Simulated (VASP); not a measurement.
Set up this calculation in VASP 6.6.1, as the native input.

```yaml
Task: single point
Functional: PBEsol
Potentials_or_basis: VASP PAW PBE potentials, release 64 (Pt)
Cutoff: 520 eV
k_mesh: 11 × 11 × 11
Occupations: fermi-dirac, width 0.1 eV
Spin: no spin polarisation
Dipole_correction: no
Further_INCAR_settings: ALGO = Normal; EDIFF = 1e-07; NBANDS = 17
```

The structure of Pt lies in POSCAR:

```
Pt
1.0
    0.0000000000      2.7277716142      2.7277716142
    2.7277716142      0.0000000000      2.7277716142
    2.7277716142      2.7277716142      0.0000000000
Pt
2
Direct
    0.1250000000      0.1250000000      0.1250000000
    0.8750000000      0.8750000000      0.8750000000
```

This isn't the form of Pt at room conditions, which is fcc.

These files were run (other wordings do the same):

INCAR

```
PREC = Accurate ; ENCUT = 520
EDIFF = 1E-7 ; ISMEAR = -1
SIGMA = 0.1 ; LREAL = F
LASPH = T ; NELM = 100
ALGO = Normal ; ISIF = 2
LWAVE = F ; LCHARG = F
GGA = PS ; NBANDS = 17
```

KPOINTS

```
regular mesh
0
Gamma
  11 11 11
```

Potentials or basis: VASP PAW PBE potentials, release 64 (Pt).

The run is started by

```bash
$ cat potpaw_PBE.64/Pt/POTCAR > POTCAR
$ mpirun -np 1 vasp_std > vasp.out
```

Results of the run:

The pressure is 23.1 GPa and the band gap on the k mesh is zero (bands 10 and 11 overlap by 0.75 eV).

Caveat: the cell stands under pressure; the PAW data sets were made with another functional, which shifts forces and pressure a little; spin-orbit coupling is left out, which moves the levels of the heavy elements.

Wall time 54 s on 1 thread of AMD EPYC 7R13 (shared host), peak memory 0.16 GiB.
